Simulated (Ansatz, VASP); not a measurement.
# Eu in VASP and in Ansatz

The input INCAR:

```
PREC = Accurate
ENCUT = 520
EDIFF = 1E-7
ISMEAR = -1
SIGMA = 0.05
LREAL = F
LASPH = T
NELM = 150
ALGO = Normal
ISIF = 2
LWAVE = F
LCHARG = F
ISPIN = 2
MAGMOM = 7
LORBIT = 11
LMAXMIX = 6
GGA = PE
NBANDS = 18
```

Contents of KPOINTS:

```
regular mesh
0
Gamma
  14 14 14
```

The input POSCAR:

```
Eu
1.0
   -1.6559643342      1.6559643342      1.6559643342
    1.6559643342     -1.6559643342      1.6559643342
    1.6559643342      1.6559643342     -1.6559643342
Eu
1
Direct
    0.0000000000      0.0000000000      0.0000000000
```

Input for Ansatz:

```yaml
crystal:
  lattice:
    - [-1.6559643342, 1.6559643342, 1.6559643342]
    - [1.6559643342, -1.6559643342, 1.6559643342]
    - [1.6559643342, 1.6559643342, -1.6559643342]
  atoms:
    - { symbol: Eu, position: [0.0, 0.0, 0.0], spin: 7.0 }
magnetization:
  spin_polarized: true
kpoints:
  mp_grid: { grid: [14, 14, 14] }
scf:
  occupations: { method: fermi_dirac, width: 0.05 }
hamiltonian:
  xc: pbe
  pseudopotentials: { kind: all_electron, datasets: crystal }
output:
  forces: true
  stress: true
  eigenvalues: true
```

Change from the starting cell: volume scaled by 0.43, crystal datasets.

Alike in both runs: task single point; functional PBE; k mesh 14 × 14 × 14; occupations fermi-dirac, width 0.05 eV; collinear spin.

|  | VASP | Ansatz |
| --- | --- | --- |
| version | VASP 6.6.1 | Ansatz 0.2.0 |
| potentials or method | VASP PAW PBE potentials, release 64 (Eu), cutoff 520 eV | all-electron PAW with datasets made for the crystal, scalar-relativistic |

```csv
,VASP,Ansatz,Ansatz less VASP
pressure (GPa),50.6,50.2,-0.39
net moment per atom (μB),7.13,7.14,+0.004
size of the moment on the site where the two differ most (μB),6.71,6.76,+0.052
```

Site moments also hang on the region over which each program counts them. Both programs put the cell under a high pressure, so it lies far from rest at this level. Ansatz ran all-electron here, and VASP with PAW potentials.

Spin-orbit coupling is off throughout.
